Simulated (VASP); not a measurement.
# BaB (Fm-3m) in VASP: settings compared

Aim: see how the results for BaB move with the level of theory and the settings. Levels: PBE, PBEsol. Tasks: single point.

Program: VASP 6.6.1. These are calculated values, not measurements. Logs are shortened: lines on timing, memory, paths and dates and some standing lists are left out, and cuts for length are marked.

**1. The cell of the first run**

The structure is cubic, space group Fm-3m (No. 225). The conventional cell has a = 6.050 Å, b = 6.050 Å, c = 6.050 Å, α = 90.00°, β = 90.00°, γ = 90.00°. Ba (site symmetry m-3m) has 6 B at 3.03 Å within 4.0 Å. B (site symmetry m-3m) has 6 Ba at 3.03 Å within 4.0 Å.

**2. Single point, PBE (volume scaled by 0.945)**

INCAR

```
SYSTEM = BaB
PREC = Accurate
ENCUT = 520
EDIFF = 1E-6
ISMEAR = 0
SIGMA = 0.05
LREAL = .FALSE.
LASPH = .TRUE.
NELM = 80
ALGO = Normal
ISIF = 2
LWAVE = .FALSE.
LCHARG = .FALSE.
GGA = PE
NBANDS = 14
```

KPOINTS

```
Automatic mesh
0
G
  10 10 10
  0 0 0
```

POSCAR

```
BaB
1.0
    0.0000000000      3.0252060249      3.0252060249
    3.0252060249      0.0000000000      3.0252060249
    3.0252060249      3.0252060249      0.0000000000
Ba B
1 1
Direct
    0.5000000000      0.5000000000      0.5000000000
    0.0000000000      0.0000000000      0.0000000000
```

Potentials or basis: VASP PAW PBE potentials, release 64 (Ba_sv, B).

On the command line:

```sh
cat potpaw_PBE.64/Ba_sv/POTCAR potpaw_PBE.64/B/POTCAR > POTCAR
mpirun -np 1 vasp_std > vasp.out
```

OUTCAR:

```text
SYSTEM = BaB
   PREC = Accurate
   ENCUT = 520
   EDIFF = 1E-6
   ISMEAR = 0
   LREAL = .FALSE.
   LASPH = .TRUE.
   NELM = 80
   ISIF = 2
   GGA = PE

 ion  position               nearest neighbor table
   1  0.500  0.500  0.500-   2 3.03   2 3.03   2 3.03   2 3.03   2 3.03   2 3.03
   2  0.000  0.000  0.000-   1 3.03   1 3.03   1 3.03   1 3.03   1 3.03   1 3.03

  LATTYP: Found a face centered cubic cell.
 ALAT       =     6.0504120498

  Lattice vectors:

 A1 = (   0.0000000000,   3.0252060249,   3.0252060249)
 A2 = (   3.0252060249,   0.0000000000,   3.0252060249)
 A3 = (   3.0252060249,   3.0252060249,   0.0000000000)

Analysis of symmetry for initial positions (statically):
=====================================================================
 Subroutine PRICEL returns:
 Original cell was already a primitive cell.

 Routine SETGRP: Setting up the symmetry group for a
 face centered cubic supercell.

 Subroutine GETGRP returns: Found 48 space group operations
 (whereof 48 operations were pure point group operations)
 out of a pool of 48 trial point group operations.

The static configuration has the point symmetry O_h .

Analysis of symmetry for dynamics (positions and initial velocities):
=====================================================================
 Subroutine PRICEL returns:
 Original cell was already a primitive cell.

 Routine SETGRP: Setting up the symmetry group for a
 face centered cubic supercell.

 Subroutine GETGRP returns: Found 48 space group operations
 (whereof 48 operations were pure point group operations)
 out of a pool of 48 trial point group operations.

The dynamic configuration has the point symmetry O_h .

 Subroutine INISYM returns: Found 48 space group operations
 (whereof 48 operations are pure point group operations),
 and found     1 'primitive' translations

----------------------------------------------------------------------------------------

                                     Primitive cell

  volume of cell :      55.3726

  direct lattice vectors                    reciprocal lattice vectors
     0.000000000  3.025206025  3.025206025    -0.165278000  0.165278000  0.165278000
     3.025206025  0.000000000  3.025206025     0.165278000 -0.165278000  0.165278000
     3.025206025  3.025206025  0.000000000     0.165278000  0.165278000 -0.165278000

  length of vectors
     4.278287389  4.278287389  4.278287389     0.286269893  0.286269893  0.286269893

  position of ions in fractional coordinates (direct lattice)
[... 83 lines left out ...]
   IBRION =     -1    ionic relax: 0-MD 1-quasi-New 2-CG
   NFREE  =      0    steps in history (QN), initial steepest desc. (CG)
   ISIF   =      2    stress and relaxation
   ISYM   =      2    0-nonsym 1-usesym 2-fastsym
   POTIM  = 0.5000    time-step for ionic-motion
   TEBEG  =    0.0;   TEEND  =   0.0 temperature during run
   PSTRESS=    0.0 pullay stress
   NELECT =      13.0000    total number of electrons
   NUPDOWN=      -1.0000    fix difference up-down
   EMIN   =  10.00;   EMAX   =-10.00  energy-range for DOS
   EFERMI =   0.00;   METHOD = LEGACY
   ISMEAR =     0;   SIGMA  =   0.05  broadening in eV -4-tet -1-fermi 0-gaus
   EFERMI_NEDOS =   21; number of points for ismear=-14 and -15
   IALGO  =     38    algorithm
   IMIX   =      4    mixing-type and parameters
     AMIX     =   0.40;   BMIX     =  1.00
     AMIX_MAG =   1.60;   BMIX_MAG =  1.00
  volume/ion in A,a.u.               =      27.69       186.84
  Fermi-wavevector in a.u.,A,eV,Ry     =   1.009929  1.908490 13.877361  1.019957
  Thomas-Fermi vector in A             =   2.142888
   LORBIT       =      0    0 simple, 1 ext, 2 COOP (PROOUT), +10 PAW based schemes
   GGA     = PE    functional components
   LHFCALC =     F    Hartree Fock is set to
   AEXX    =    0.0000 exact exchange contribution
   IVDW    =     0    specifies the selected vdW correction
   LEPSILON=     F    determine dielectric tensor
   LRPA    =     F    only Hartree local field effects (RPA)
 non-spin polarized calculation
 Gauss-broadening in eV      SIGMA  =   0.05
  energy-cutoff  :      520.00
  volume of cell :       55.37
 maximum number of plane-waves:      1524
   NGX = 15   NGY = 15   NGZ = 15

 number of electron      12.9999999 magnetization

 Free energy of the ion-electron system (eV)
  ---------------------------------------------------
  ext. energy  EPLUGINS =         0.00000000
  ---------------------------------------------------
  free energy    TOTEN  =        -5.95099826 eV

  energy without entropy =       -5.94672263  energy(sigma->0) =       -5.94886045

 E-fermi :   2.2888     XC(G=0):  -8.8899

 val. band max:        2.2764513569   @ k =   0.5000   0.2000   0.0000
 cond. band min:       2.2923360559   @ k =   0.2000   0.0000   0.0000
 fundamental gap:      0.0158846990
 Fermi energy:         2.2887891545

 k-point     1 :       0.0000    0.0000    0.0000
  band No.  band energies     occupation
      1     -24.9700      2.00000
      2      -9.9128      2.00000
      3      -9.9128      2.00000
      4      -9.9128      2.00000
      5      -3.9322      2.00000
      6       3.8186      0.00000
      7       3.8186      0.00000
      8       3.8186      0.00000
      9       5.0447      0.00000
     10       5.0447      0.00000
     11       5.0447      0.00000
     12       6.5338      0.00000
     13       6.5338      0.00000
     14       7.4202      0.00000
[... 377 lines left out ...]
      1     -24.8817      2.00000
      2     -10.5751      2.00000
      3     -10.1693      2.00000
      4     -10.1394      2.00000
      5      -3.1002      2.00000
      6       1.8574      2.00000
      7       2.8003      0.00000
      8       3.2191      0.00000
      9       3.8607      0.00000
     10       7.9688      0.00000
     11       8.5555      0.00000
     12       8.6115      0.00000
     13       8.8749      0.00000
     14      11.4859      0.00000

 [... further k-points ...]
[... 5 lines left out ...]
  --------------------------------------------------------------------------------------
  -------------------------------------------------------------------------------------
  Total        0.7776304      0.7776304      0.7776304      0.0000000      0.0000000      0.0000000
  in kB       22.5003318     22.5003318     22.5003318      0.0000000      0.0000000      0.0000000
  external PRESSURE =      22.5003318 kB  Pullay stress =       0.0000000 kB

 VOLUME and BASIS-vectors are now :
 -----------------------------------------------------------------------------
  energy-cutoff  :      520.00
  volume of cell :       55.37
      direct lattice vectors                 reciprocal lattice vectors
     0.000000000  3.025206025  3.025206025    -0.165278000  0.165278000  0.165278000
     3.025206025  0.000000000  3.025206025     0.165278000 -0.165278000  0.165278000
     3.025206025  3.025206025  0.000000000     0.165278000  0.165278000 -0.165278000

 POSITION                                       TOTAL-FORCE (eV/Angst)
 -----------------------------------------------------------------------------------
      3.02521      3.02521      3.02521         0.000000      0.000000      0.000000
      0.00000      0.00000      0.00000         0.000000      0.000000      0.000000
 -----------------------------------------------------------------------------------
    total drift:                                0.000000     -0.000000      0.000000

  FREE ENERGIE OF THE ION-ELECTRON SYSTEM (eV)
  ---------------------------------------------------
  free  energy   TOTEN  =        -5.9509982636 eV

  energy  without entropy=       -5.9467226272  energy(sigma->0) =       -5.94886045
```

Run time: 22 s. Hardware: 1 thread of Intel Xeon 6975P-C, shared host; peak memory 0.2 GiB.

What came out:

```yaml
Free_energy: -5.9510 eV
Pressure: 2.3 GPa
```

Caveat: the cell differs from its parent crystal (volume scaled by 0.945); spin-orbit coupling is left out, which moves the levels of the heavy elements.

**3. Single point, PBE (volume scaled by 0.960)**

INCAR is that of step 2.

KPOINTS

```
regular mesh
0
G
  10 10 10
  0 0 0
```

POSCAR

```
BaB
1.0
    0.0000000000      3.0411284551      3.0411284551
    3.0411284551      0.0000000000      3.0411284551
    3.0411284551      3.0411284551      0.0000000000
Ba B
1 1
Direct
    0.5000000000      0.5000000000      0.5000000000
    0.0000000000      0.0000000000      0.0000000000
```

Potentials or basis: VASP PAW PBE potentials, release 64 (Ba_sv, B).

On the command line:

```sh
cat potpaw_PBE.64/Ba_sv/POTCAR potpaw_PBE.64/B/POTCAR > POTCAR
mpirun -np 1 vasp_std > vasp.out
```

It used 17 s of CPU time on 1 thread of Intel Xeon 6975P-C, with other jobs on the host.

The run converged. Its results:

```yaml
Free_energy: -5.9619 eV
Pressure: 1.7 GPa
```

Levels at points of the mesh, in eV from the Fermi level:
| k point | band 3 | band 4 | band 5 | band 6 | band 7 | band 8 | band 9 | band 10 |
| --- | --- | --- | --- | --- | --- | --- | --- | --- |
| (0.00, 0.00, 0.00) | -12.24 | -12.24 | -6.20 | 1.51 | 1.51 | 1.51 | 2.75 | 2.75 |
| (0.50, 0.00, 0.00) | -12.31 | -12.31 | -4.23 | -1.96 | -0.51 | -0.51 | 5.38 | 5.40 |
| (0.50, 0.50, 0.00) | -12.52 | -12.52 | -5.70 | 0.47 | 0.61 | 1.26 | 1.26 | 5.64 |

Caveat: the cell differs from its parent crystal (volume scaled by 0.960); spin-orbit coupling is left out, which moves the levels of the heavy elements.

**4. Single point, PBE (volume scaled by 0.980)**

INCAR

```
SYSTEM = BaB
ALGO = Normal
EDIFF = 1E-6
ENCUT = 520
GGA = PE
ISIF = 2
ISMEAR = 0
LASPH = .TRUE.
LCHARG = .FALSE.
LREAL = .FALSE.
LWAVE = .FALSE.
NBANDS = 14
NELM = 80
PREC = Accurate
SIGMA = 0.05
```

KPOINTS

```
k-points
0
G
  10 10 10
  0 0 0
```

POSCAR

```
BaB
1.0
    0.0000000000      3.0621024176      3.0621024176
    3.0621024176      0.0000000000      3.0621024176
    3.0621024176      3.0621024176      0.0000000000
Ba B
1 1
Direct
    0.5000000000      0.5000000000      0.5000000000
    0.0000000000      0.0000000000      0.0000000000
```

On the command line:

```sh
cat potpaw_PBE.64/Ba_sv/POTCAR potpaw_PBE.64/B/POTCAR > POTCAR
mpirun -np 1 vasp_std > vasp.out
```

Wall time 29 s (1 thread of Intel Xeon 6975P-C, shared host); peak memory 0.2 GiB.

It converged, with:

| Quantity | Value |
| --- | --- |
| Free energy | -5.9723 eV |
| Pressure | 1.1 GPa |

Levels at points of the mesh, in eV from the Fermi level:
```
           k point  band 2  band 3  band 4  band 5  band 6  band 7  band 8  band 9  band 10  band 11
(0.00, 0.00, 0.00)  -12.28  -12.28  -12.28   -6.18    1.49    1.49    1.49    2.74     2.74     2.74
(0.50, 0.00, 0.00)  -13.12  -12.35  -12.35   -4.29   -1.93   -0.49   -0.49    5.30     5.32     5.47
(0.50, 0.50, 0.00)  -12.96  -12.55  -12.55   -5.67    0.41    0.64    1.23    1.23     5.56     6.67
```

Caveat: the cell differs from its parent crystal (volume scaled by 0.980); spin-orbit coupling is left out, which moves the levels of the heavy elements.

**5. Single point, PBE**

This run uses another cell than the first one, of 29.30 Å³/atom, 1.058 times its volume.

INCAR

```
ALGO     = Normal         # electronic algorithm
EDIFF    = 1E-6           # SCF threshold, eV
ENCUT    = 520            # plane-wave cutoff, eV
GGA      = PE             # functional
ISIF     = 2              # what is computed and relaxed
ISMEAR   = 0              # smearing method
LASPH    = True           # aspherical terms in the spheres
LCHARG   = True           # write CHGCAR
LELF     = True           # ELF
LREAL    = False          # projectors in reciprocal space
LVHAR    = True         
LWAVE    = False          # write WAVECAR
NBANDS   = 14             # bands
NELM     = 100            # most SCF steps
PREC     = Accurate       # precision mode
SIGMA    = 0.05           # smearing width, eV
```

KPOINTS

```
k-points
0
Gamma
  10 10 10
```

POSCAR

```
BaB
1.0
    0.0000000000      3.0827929264      3.0827929264
    3.0827929264      0.0000000000      3.0827929264
    3.0827929264      3.0827929264      0.0000000000
Ba B
1 1
Direct
    0.5000000000      0.5000000000      0.5000000000
    0.0000000000      0.0000000000      0.0000000000
```

On the command line:

```sh
cat potpaw_PBE.64/Ba_sv/POTCAR potpaw_PBE.64/B/POTCAR > POTCAR
mpirun -np 1 vasp_std > vasp.out
```

Run time: 29 s. Hardware: 1 thread of Intel Xeon 6975P-C, shared host; peak memory 0.2 GiB.

The run converged. Its results:

```
Free energy : -5.9783 eV
Pressure    : 0.5 GPa
```

Levels at points of the mesh, in eV from the Fermi level:
| k point | band 2 | band 3 | band 4 | band 5 | band 6 | band 7 | band 8 | band 9 | band 10 | band 11 |
| --- | --- | --- | --- | --- | --- | --- | --- | --- | --- | --- |
| (0.00, 0.00, 0.00) | -12.33 | -12.33 | -12.33 | -6.16 | 1.47 | 1.47 | 1.47 | 2.73 | 2.73 | 2.73 |
| (0.50, 0.00, 0.00) | -13.12 | -12.39 | -12.39 | -4.34 | -1.90 | -0.46 | -0.46 | 5.22 | 5.24 | 5.39 |
| (0.50, 0.50, 0.00) | -12.97 | -12.58 | -12.58 | -5.64 | 0.35 | 0.67 | 1.19 | 1.19 | 5.49 | 6.56 |

Caveat: spin-orbit coupling is left out, which moves the levels of the heavy elements.

**6. Single point, PBEsol**

This run uses another cell than the first one, of 29.30 Å³/atom, 1.058 times its volume.

INCAR

```
ALGO = Normal ; EDIFF = 1E-6
ENCUT = 520 ; GGA = PS
ISIF = 2 ; ISMEAR = 0
LASPH = True ; LCHARG = False
LREAL = False ; LWAVE = False
NBANDS = 14 ; NELM = 100
PREC = Accurate ; SIGMA = 0.05
```

KPOINTS is that of step 5.

POSCAR is that of step 5.

Potentials or basis: VASP PAW PBE potentials, release 64 (Ba_sv, B).

On the command line:

```sh
cat potpaw_PBE.64/Ba_sv/POTCAR potpaw_PBE.64/B/POTCAR > POTCAR
mpirun -np 1 vasp_std > vasp.out
```

Wall time 23 s (1 thread of Intel Xeon 6975P-C, shared host); peak memory 0.2 GiB.

The run converged. Its results:

```
Free energy : -6.4881 eV
Pressure    : -1.2 GPa
```

Levels at points of the mesh, in eV from the Fermi level:
| k point | band 3 | band 4 | band 5 | band 6 | band 7 | band 8 | band 9 | band 10 |
| --- | --- | --- | --- | --- | --- | --- | --- | --- |
| (0.00, 0.00, 0.00) | -12.27 | -12.27 | -6.14 | 1.50 | 1.50 | 1.50 | 2.68 | 2.68 |
| (0.50, 0.00, 0.00) | -12.33 | -12.33 | -4.26 | -1.95 | -0.46 | -0.46 | 5.13 | 5.23 |
| (0.50, 0.50, 0.00) | -12.52 | -12.52 | -5.59 | 0.35 | 0.60 | 1.21 | 1.21 | 5.49 |

Caveat: the PAW data sets were made with another functional, which shifts forces and pressure a little; spin-orbit coupling is left out, which moves the levels of the heavy elements.

**7. Summary**

| level | cell | gap on the mesh (eV) | pressure (GPa) |
| --- | --- | --- | --- |
| PBE | a = 4.278 Å, angles 60.0°, 2 atoms | none | 2.3 |
| PBE | a = 4.301 Å, angles 60.0°, 2 atoms | none | 1.7 |
| PBE | a = 4.330 Å, angles 60.0°, 2 atoms | none | 1.1 |
| PBE | a = 4.360 Å, angles 60.0°, 2 atoms | none | 0.5 |
| PBEsol | a = 4.360 Å, angles 60.0°, 2 atoms | none | -1.2 |

Alike in all rows: task single point; potentials or basis VASP PAW PBE potentials, release 64 (Ba_sv, B); no spin polarisation; k mesh 10 × 10 × 10; cutoff (eV) 520; smearing gaussian 0.05 eV.

Caveats: spin-orbit coupling is left out, which moves the levels of the heavy elements; the PAW data sets were made with another functional, which shifts forces and pressure a little (some runs).

Absolute energies hang on the potentials; compare differences alone.
